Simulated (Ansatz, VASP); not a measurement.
**Two plane-wave programs on Hg2H**

```
Hg H
1.0
     0.00000    3.76995    3.76995
     3.76995    0.00000    3.76995
     3.76995    3.76995    0.00000
Hg H
4 2
Direct
  0.14587 0.14587 0.14587
  0.14587 0.14587 0.56239
  0.14587 0.56239 0.14587
  0.56239 0.14587 0.14587
  0.00000 0.00000 0.00000
  0.75000 0.75000 0.75000
```

Alike in both runs: task single point; functional PBE; k mesh 4 × 4 × 4; occupations gaussian, width 0.1 eV; no spin polarisation.

```csv
,VASP,Ansatz
version,VASP 6.6.1,Ansatz 0.2.0
potentials or method,"VASP PAW PBE potentials, release 64 (Hg, H), cutoff 520 eV","scalar-relativistic, plane waves, PAW"
valence electrons in the cell,50,82
```

|  | VASP | Ansatz | Ansatz less VASP |
| --- | --- | --- | --- |
| gap on the k mesh at the Fermi level (eV) | none | none | - |
| rms of the force components (eV/Å) | 12.580 | 11.576 | -1.0039 |

Atom by atom the forces differ by 1.004 eV/Å (rms over components). A gap of «none» marks a metal or a gap that the smearing closes. With one functional, cell and mesh, what is left measures potentials, basis and numerics. VASP's potentials hold 50 valence electrons a cell and Ansatz's 82, so a difference there can come from the potentials and not from the codes.

The k mesh is coarse, so the values compare programs but aren't converged. Spin-orbit coupling is off throughout.
